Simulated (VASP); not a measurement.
The system is SbAs.

```
Sb As
1.0
     2.01275    1.16206    3.61233
    -2.01275    1.16206    3.61233
     0.00000   -2.32412    3.61233
Sb As
1 1
Cartesian
  0.0000 0.0000 5.4185
  0.0000 0.0000 0.0000
```

```yaml
Program: VASP 6.6.1
Task: relaxation of cell and atoms
Functional: PBEsol
Potentials_or_basis: VASP PAW PBE potentials, release 64 (Sb, As)
Cutoff: 600 eV
k_mesh: 12 × 12 × 12
Occupations: gaussian, width 0.1 eV
Spin: no spin polarisation
```

At the start: pressure -4.0 GPa; volume 25.35 Å³/atom.

Question: Where does the relaxation end?

Answer: Over 8 steps the energy falls by 33.8 meV/atom and the volume is 23.97 Å³/atom (-5.4 %); space group R-3m (No. 166, to 0.1 Å) before, Fm-3m (No. 225, to 0.1 Å).

The path:
```csv
step,energy change (eV),largest force (eV/Å),pressure (GPa),volume (Å³)
1,0.0000,0.0000,-4.03,50.69
2,-0.0390,0.0000,2.93,46.15
3,-0.0495,0.0000,0.46,47.51
4,-0.0568,0.0000,0.27,47.67
5,-0.0674,0.0000,-0.23,48.09
6,-0.0675,0.0000,-0.27,48.12
7,-0.0674,0.0000,0.36,47.72
8,-0.0676,0.0000,0.01,47.94
```

Final structure:
```cif
data_structure
_symmetry_space_group_name_H-M 'P 1'
_symmetry_Int_Tables_number 1
_cell_length_a 4.0781
_cell_length_b 4.0781
_cell_length_c 4.0781
_cell_angle_alpha 59.982
_cell_angle_beta 59.982
_cell_angle_gamma 59.982
_cell_volume 47.94
loop_
_atom_site_label
_atom_site_type_symbol
_atom_site_fract_x
_atom_site_fract_y
_atom_site_fract_z
_atom_site_occupancy
Sb1 Sb 0.50000 0.50000 0.50000 1
As1 As 0.00000 0.00000 0.00000 1
```

Caveat: the PAW data sets were made with another functional, which shifts forces and pressure a little.
